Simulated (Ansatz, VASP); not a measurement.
**TaN: VASP beside Ansatz**

INCAR

```
SYSTEM = TaN
  ALGO = Normal
  EDIFF = 1E-6
  ENCUT = 520
  GGA = PS
  ISIF = 2
  ISMEAR = -1
  LASPH = .True.
  LCHARG = .True.
  LELF = .True.
  LREAL = .False.
  LVHAR = .True.
  LWAVE = .False.
  NBANDS = 15
  NELM = 100
  PREC = Accurate
  SIGMA = 0.05
```

The input KPOINTS:

```
k-points
0
Gamma
  10 10 10
  0 0 0
```

Contents of POSCAR:

```
TaN
1.0
    0.0000000000      2.2259679500      2.2259679500
    2.2259679500      0.0000000000      2.2259679500
    2.2259679500      2.2259679500      0.0000000000
Ta N
1 1
Direct
    0.5000000000      0.5000000000      0.5000000000
    0.0000000000      0.0000000000      0.0000000000
```

Contents of input.yaml:

```yaml
crystal:
  lattice:
    - [0.0, 2.22596795, 2.22596795]
    - [2.22596795, 0.0, 2.22596795]
    - [2.22596795, 2.22596795, 0.0]
  atoms:
    - { symbol: Ta, position: [0.5, 0.5, 0.5] }
    - { symbol: "N", position: [0.0, 0.0, 0.0] }
kpoints:
  mp_grid: { grid: [10, 10, 10] }
scf:
  occupations: { method: fermi_dirac, width: 0.05 }
hamiltonian:
  xc: pbesol
  pseudopotentials: { kind: all_electron, lapw: { basis_error: 0.0005 } }
output:
  forces: true
  stress: true
  eigenvalues: true
```

Change from the starting cell: volume scaled by 1.02.

Alike in both runs: task single point; functional PBEsol; k mesh 10 × 10 × 10; occupations fermi-dirac, width 0.05 eV; no spin polarisation.

```csv
,VASP,Ansatz
version,VASP 6.6.1,Ansatz 0.2.0
potentials or method,"VASP PAW PBE potentials, release 64 (Ta_pv, N), cutoff 520 eV","all-electron LAPW, scalar-relativistic"
```

```csv
,VASP,Ansatz,Ansatz less VASP
gap on the k mesh at the Fermi level (eV),none,none,-
pressure (GPa),-15.8,-16.5,-0.65
```

VASP's potentials were made for PBE, not for PBEsol. A gap of «none» marks a metal or a gap that the smearing closes. Ansatz ran all-electron here, and VASP with PAW potentials.

Spin-orbit coupling is off throughout.
